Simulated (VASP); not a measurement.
Set up this calculation in VASP 6.6.1, as the native input.

* Task: single point
* Functional: PBE
* Potentials or basis: VASP PAW PBE potentials, release 64 (Cu, O)
* Cutoff: 520 eV
* k mesh: 10 × 10 × 5
* Occupations: fermi-dirac, width 0.05 eV
* Spin: no spin polarisation
* Dipole correction: no
* Further INCAR settings: ALGO = Normal; EDIFF = 1e-07; NBANDS = 25

The structure of CuO lies in POSCAR:

```
CuO
1.0
    2.3418500000     -1.7113000000      0.0000000000
    2.3418500000      1.7113000000      0.0000000000
   -0.8500274268      0.0000000000      5.0578693947
Cu O
2 2
Direct
    0.5063060000     -0.0089130000      0.5000460000
   -0.0030500000      0.5118650000      0.0077660000
    0.4125810000      0.5821750000      0.7543040000
    0.5793590000      0.4093460000      0.2516240000
```

This cell differs from its parent crystal: atoms moved at random.

One way to write it, as run:

INCAR

```
  PREC = Accurate
  ENCUT = 520
  EDIFF = 1E-7
  ISMEAR = -1
  SIGMA = 0.05
  LREAL = F
  LASPH = T
  NELM = 60
  ALGO = Normal
  ISIF = 2
  LWAVE = F
  LCHARG = T
  GGA = PE
  LELF = T
  LVHAR = T
  NBANDS = 25
```

KPOINTS

```
regular mesh
0
Gamma
  10 10 5
```

Potentials or basis: VASP PAW PBE potentials, release 64 (Cu, O).

Launch:

```console
$ cat potpaw_PBE.64/Cu/POTCAR potpaw_PBE.64/O/POTCAR > POTCAR
$ mpirun -np 1 vasp_std > vasp.out
```

Results of the run:

```
Pressure               : 6.2 GPa
Largest force          : 0.434 eV/Å
Band gap on the k mesh : zero (bands 17 and 18 overlap by 0.56 eV)
```

Caveat: the cell differs from its parent crystal (atoms moved at random); the cell stands under pressure; semilocal functionals often make such compounds metallic where correlation or magnetic order opens a gap, which also shifts bond lengths.

Wall time 2.7 min on 1 thread of Intel(R) Xeon(R) Platinum 8488C (Sapphire Rapids), with other jobs on the host, peak memory 0.33 GiB.
